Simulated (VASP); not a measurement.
A run of VASP 6.6.1:

INCAR

```
ALGO = Normal ; EDIFF = 1E-7
ENCUT = 520 ; GGA = PE
ISIF = 2 ; ISMEAR = 0
LASPH = T ; LCHARG = F
LREAL = F ; LWAVE = F
NBANDS = 18 ; NELM = 60
PREC = Accurate ; SIGMA = 0.05
```

KPOINTS

```
k-points
0
Gamma
  9 9 4
```

Contents of POSCAR:

```
PtS2
1.0
    3.5765911006      0.0000000000      0.0000000000
   -1.7882955503      3.0974187520      0.0000000000
    0.0000000000      0.0000000000      6.4966356506
Pt S
1 2
Direct
    0.0000000000      0.0000000000      0.0000000000
    0.3333333333      0.6666666667      0.1889525212
    0.6666666667      0.3333333333      0.8110474788
```

Potentials or basis: VASP PAW PBE potentials, release 64 (Pt, S).

The run is started by

```sh
$ cat potpaw_PBE.64/Pt/POTCAR potpaw_PBE.64/S/POTCAR > POTCAR
$ mpirun -np 1 vasp_std > vasp.out
```

Hardware: 1 thread of Intel Xeon 8259CL (shared host).

Problem. How long does it take, and how much memory?

Solution. Wall time 48 s on 1 thread of Intel Xeon 8259CL, with other jobs on the host, peak memory 0.21 GiB. Counts: scf iterations 15, k points 43.
